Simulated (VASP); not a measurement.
# Cu (P6_3/mmc) in VASP: relaxation of shape and atoms at fixed volume with LDA

Aim: the relaxation of shape and atoms at fixed volume of Cu with LDA.

All numbers are computed with VASP 6.6.1; they aren't measurements. Logs are shortened: lines on timing, memory, paths and dates and some standing lists are left out, and cuts for length are marked.

### 1 The cell of the first run

The structure is hexagonal, space group P6_3/mmc (No. 194). Conventional cell: a = 2.340 Å, b = 2.340 Å, c = 3.858 Å, α = 90.00°, β = 90.00°, γ = 120.00°. Cu (site symmetry -6m2) has 12 Cu at 2.34 to 2.36 Å within 3.1 Å.

This isn't the form of Cu at room conditions, which is fcc.

### 2 Relaxation of shape and atoms at fixed volume, LDA

File INCAR:

```
SYSTEM = Cu
PREC = Accurate
ENCUT = 600
EDIFF = 1E-7
ISMEAR = -1
SIGMA = 0.1
LREAL = .FALSE.
LASPH = .TRUE.
NELM = 80
ALGO = Normal
ISIF = 4
LWAVE = .FALSE.
LCHARG = .FALSE.
IBRION = 2
NSW = 50
EDIFFG = -0.005
```

File KPOINTS:

```
Automatic mesh
0
G
  17 17 10
  0 0 0
```

File POSCAR:

```
Cu
1.0
    2.3404225675      0.0000000000      0.0000000000
   -1.1702112838      2.0268653990      0.0000000000
    0.0000000000      0.0000000000      3.8581766207
Cu
2
Direct
    0.3333333333      0.6666666667      0.2500000000
    0.6666666667      0.3333333333      0.7500000000
```

Potentials or basis: VASP PAW LDA potentials, release 64 (Cu).

The run is started by

```console
$ cat potpaw_LDA.64/Cu/POTCAR > POTCAR
$ mpirun -np 1 vasp_std > vasp.out
```

OUTCAR:

```text
SYSTEM = Cu
   PREC = Accurate
   ENCUT = 600
   EDIFF = 1E-7
   ISMEAR = -1
   LREAL = .FALSE.
   LASPH = .TRUE.
   NELM = 80
   ISIF = 4
   IBRION = 2
   NSW = 50
   EDIFFG = -0.005

 ion  position               nearest neighbor table
   1  0.333  0.667  0.250-   2 2.36   2 2.36   2 2.36   2 2.36   2 2.36   2 2.36
   2  0.667  0.333  0.750-   1 2.36   1 2.36   1 2.36   1 2.36   1 2.36   1 2.36

  LATTYP: Found a hexagonal cell.
 ALAT       =     2.3404225675
 C/A-ratio  =     1.6484957350

  Lattice vectors:

 A1 = (   2.3404225675,   0.0000000000,   0.0000000000)
 A2 = (  -1.1702112838,   2.0268653990,   0.0000000000)
 A3 = (   0.0000000000,   0.0000000000,   3.8581766207)

Analysis of symmetry for initial positions (statically):
=====================================================================
 Subroutine PRICEL returns:
 Original cell was already a primitive cell.

 Routine SETGRP: Setting up the symmetry group for a
 hexagonal supercell.

 Subroutine GETGRP returns: Found 24 space group operations
 (whereof 12 operations were pure point group operations)
 out of a pool of 24 trial point group operations.

The static configuration has the point symmetry D_3d.
 The point group associated with its full space group is D_6h.

Analysis of symmetry for dynamics (positions and initial velocities):
=====================================================================
 Subroutine PRICEL returns:
 Original cell was already a primitive cell.

 Routine SETGRP: Setting up the symmetry group for a
 hexagonal supercell.

 Subroutine GETGRP returns: Found 24 space group operations
 (whereof 12 operations were pure point group operations)
 out of a pool of 24 trial point group operations.

The dynamic configuration has the point symmetry D_3d.
 The point group associated with its full space group is D_6h.

 Subroutine INISYM returns: Found 24 space group operations
 (whereof 12 operations are pure point group operations),
 and found     1 'primitive' translations

----------------------------------------------------------------------------------------

                                     Primitive cell

  volume of cell :      18.3021

  direct lattice vectors                    reciprocal lattice vectors
     2.340422568  0.000000000  0.000000000     0.427273268  0.246686337  0.000000000
    -1.170211284  2.026865399  0.000000000     0.000000000  0.493372673  0.000000000
     0.000000000  0.000000000  3.858176621     0.000000000  0.000000000  0.259189793

  length of vectors
     2.340422568  2.340422567  3.858176621     0.493372673  0.493372673  0.259189793

  position of ions in fractional coordinates (direct lattice)
     0.333333333  0.666666667  0.250000000
     0.666666667  0.333333333  0.750000000

  ion indices of the primitive-cell ions
   primitive index   ion index
                 1           1
                 2           2

----------------------------------------------------------------------------------------

 KPOINTS: Automatic mesh

Automatic generation of k-mesh.
 Grid dimensions read from file:
 generate k-points for:   17   17   10

 Generating k-lattice:

  Cartesian coordinates                     Fractional coordinates (reciprocal lattice)
     0.025133722  0.014510961  0.000000000     0.058823529  0.000000000  0.000000000
     0.000000000  0.029021922  0.000000000     0.000000000  0.058823529  0.000000000
     0.000000000  0.000000000  0.025918979     0.000000000  0.000000000  0.100000000

  Length of vectors
     0.029021922  0.029021922  0.025918979

  Shift w.r.t. Gamma in fractional coordinates (k-lattice)
     0.000000000  0.000000000  0.000000000

 Subroutine IBZKPT returns following result:
 ===========================================

 Found    198 irreducible k-points:

 Following reciprocal coordinates:
            Coordinates               Weight
  0.000000  0.000000  0.000000      1.000000
  0.058824 -0.000000  0.000000      6.000000
  0.117647  0.000000  0.000000      6.000000
  0.176471  0.000000  0.000000      6.000000
  0.235294  0.000000  0.000000      6.000000
  0.294118 -0.000000  0.000000      6.000000
[... 16 lines left out ...]
  0.411765  0.117647  0.000000     12.000000
  0.176471  0.176471  0.000000      6.000000
 [... further k-points ...]
   k-points           NKPTS =    198   k-points in BZ     NKDIM =    198   number of bands    NBANDS=     15
   number of dos      NEDOS =    301   number of ions     NIONS =      2
   total plane-waves  NPLWV =  12800
   dimension x,y,z NGX =    20 NGY =   20 NGZ =   32
   dimension x,y,z NGXF=    40 NGYF=   40 NGZF=   64
   ions per type =               2
   NGX,Y,Z   is equivalent  to a cutoff of  14.21, 14.21, 13.79 a.u.
   NGXF,Y,Z  is equivalent  to a cutoff of  28.41, 28.41, 27.58 a.u.
 SYSTEM =  Cu
   PREC   = accura    normal or accurate (medium, high low for compatibility)
   ISTART =      0    job   : 0-new  1-cont  2-samecut
   ICHARG =      2    charge: 1-file 2-atom 10-const
   ISPIN  =      1    spin polarized calculation?
   LNONCOLLINEAR =      F non collinear calculations
   LSORBIT =      F    spin-orbit coupling
   LASPH  =      T    aspherical Exc in radial PAW
   ENCUT  =  600.0 eV  44.10 Ry    6.64 a.u.   4.67  4.67  7.71*2*pi/ulx,y,z
   NELM   =     80;   NELMIN=  2; NELMDL= -5     # of ELM steps
   EDIFF  = 0.1E-06   stopping-criterion for ELM
   LREAL  =      F    real-space projection
   EDIFFG = -.5E-02   stopping-criterion for IOM
   NSW    =     50    number of steps for IOM
   IBRION =      2    ionic relax: 0-MD 1-quasi-New 2-CG
   NFREE  =      1    steps in history (QN), initial steepest desc. (CG)
   ISIF   =      4    stress and relaxation
   ISYM   =      2    0-nonsym 1-usesym 2-fastsym
   POTIM  = 0.5000    time-step for ionic-motion
   TEBEG  =    0.0;   TEEND  =   0.0 temperature during run
   PSTRESS=    0.0 pullay stress
   NELECT =      22.0000    total number of electrons
   NUPDOWN=      -1.0000    fix difference up-down
   EMIN   =  10.00;   EMAX   =-10.00  energy-range for DOS
   EFERMI =   0.00;   METHOD = LEGACY
   ISMEAR =    -1;   SIGMA  =   0.10  broadening in eV -4-tet -1-fermi 0-gaus
   EFERMI_NEDOS =   21; number of points for ismear=-14 and -15
   IALGO  =     38    algorithm
   IMIX   =      4    mixing-type and parameters
     AMIX     =   0.40;   BMIX     =  1.00
     AMIX_MAG =   1.60;   BMIX_MAG =  1.00
  volume/ion in A,a.u.               =       9.15        61.75
  Fermi-wavevector in a.u.,A,eV,Ry     =   1.740665  3.289381 41.224510  3.029916
  Thomas-Fermi vector in A             =   2.813271
   LORBIT       =      0    0 simple, 1 ext, 2 COOP (PROOUT), +10 PAW based schemes
   GGA     = CA    functional components
   LHFCALC =     F    Hartree Fock is set to
   AEXX    =    0.0000 exact exchange contribution
   IVDW    =     0    specifies the selected vdW correction
   LEPSILON=     F    determine dielectric tensor
   LRPA    =     F    only Hartree local field effects (RPA)
 conjugate gradient relaxation of ions
 non-spin polarized calculation
  energy-cutoff  :      600.00
  volume of cell :       18.30
 maximum number of plane-waves:       628
 NGX is ok and might be reduce to    20
   NGX =  9   NGY =  9   NGZ = 15

--------------------------------------- Ionic step        1  -------------------------------------------

 number of electron      21.9999992 magnetization

 Free energy of the ion-electron system (eV)
  ---------------------------------------------------
  ext. energy  EPLUGINS =         0.00000000
  ---------------------------------------------------
  free energy    TOTEN  =        -8.92536168 eV

  energy without entropy =       -8.91095515  energy(sigma->0) =       -8.91815841

------------------------ aborting loop because EDIFF is reached ----------------------------------------

  FORCE on cell =-STRESS in cart. coord.  units (eV):
  Direction    XX          YY          ZZ          XY          YZ          ZX
  --------------------------------------------------------------------------------------
  -------------------------------------------------------------------------------------
  Total        5.9276090      5.9276090      5.8091905     -0.0000000      0.0000000      0.0000000
  in kB      518.9061785    518.9061785    508.5397566     -0.0000000      0.0000000      0.0000000
  external PRESSURE =     515.4507045 kB  Pullay stress =       0.0000000 kB
[... 57 lines left out ...]
  energy  without entropy=       -8.9109344577  energy(sigma->0) =       -8.91819414

--------------------------------------- Ionic step        3  -------------------------------------------

 number of electron      21.9999991 magnetization

 Free energy of the ion-electron system (eV)
  ---------------------------------------------------
  ext. energy  EPLUGINS =         0.00000000
  ---------------------------------------------------
  free energy    TOTEN  =        -8.92545697 eV

  energy without entropy =       -8.91095497  energy(sigma->0) =       -8.91820597

 E-fermi :  11.1012     XC(G=0): -14.6648

 val. band max:       11.0526801535   @ k =   0.4706   0.0588   0.4000
 cond. band min:      11.1361052757   @ k =   0.4706   0.0588   0.1000
 fundamental gap:      0.0834251222
 Fermi energy:        11.1011505476

 k-point     1 :       0.0000    0.0000    0.0000
  band No.  band energies     occupation
      1      -0.4563      2.00000
      2       4.1966      2.00000
      3       6.9641      2.00000
      4       7.0820      2.00000
      5       7.0820      2.00000
      6       7.3899      2.00000
      7       7.3899      2.00000
      8       7.8560      2.00000
      9       7.8560      2.00000
     10       8.9366      2.00000
     11       8.9366      2.00000
     12       9.1533      2.00000
     13      16.1176      0.00000
     14      34.5591      0.00000
     15      37.0077      0.00000
[... 397 lines left out ...]
 k-point    24 :       0.1765    0.1765    0.0000
  band No.  band energies     occupation
      1       2.8151      2.00000
      2       5.5159      2.00000
      3       5.7091      2.00000
      4       5.9260      2.00000
      5       6.9717      2.00000
      6       7.0756      2.00000
      7       7.5621      2.00000
      8       7.8598      2.00000
      9       8.5288      2.00000
     10       8.9481      2.00000
     11       9.0217      2.00000
     12      15.6526      0.00000
     13      17.1810      0.00000
     14      23.1314      0.00000
     15      23.6128      0.00000

 [... further k-points ...]

------------------------ aborting loop because EDIFF is reached ----------------------------------------

  FORCE on cell =-STRESS in cart. coord.  units (eV):
  Direction    XX          YY          ZZ          XY          YZ          ZX
  --------------------------------------------------------------------------------------
  -------------------------------------------------------------------------------------
  Total        5.8855728      5.8855728      5.8868852     -0.0000000     -0.0000000      0.0000000
  in kB      515.2263044    515.2263044    515.3411907     -0.0000000     -0.0000000      0.0000000
  external PRESSURE =     515.2645998 kB  Pullay stress =       0.0000000 kB
[... 17 lines left out ...]
  FREE ENERGIE OF THE ION-ELECTRON SYSTEM (eV)
  ---------------------------------------------------
  free  energy   TOTEN  =        -8.9254569674 eV

  energy  without entropy=       -8.9109549710  energy(sigma->0) =       -8.91820597

 reached required accuracy - stopping structural energy minimisation
```

It took 50 s on 1 thread of Intel Xeon 6975P-C (Granite Rapids), shared host; peak memory 0.17 GiB.

Results:

* Free energy: -8.9255 eV
* Energy gained by relaxing: 0.0 meV/atom
* Ionic steps: 3
* Pressure after relaxing: 51.5 GPa
* Band gap on the k mesh: zero (bands 11 and 12 overlap by 6.83 eV)

Final structure:
```
Cu
1.0
     2.34233    0.00000    0.00000
    -1.17116    2.02852    0.00000
     0.00000    0.00000    3.85190
Cu
2
Direct
  0.33333 0.66667 0.25000
  0.66667 0.33333 0.75000
```

Levels at points of the mesh, in eV from the Fermi level:
```csv
k point,band 9,band 10,band 11,band 12,band 13,band 14
"(0.00, 0.00, 0.00)",-3.25,-2.16,-2.16,-1.95,5.02,23.46
"(0.00, 0.00, 0.50)",-2.49,-2.49,-2.49,-2.49,14.48,14.48
```
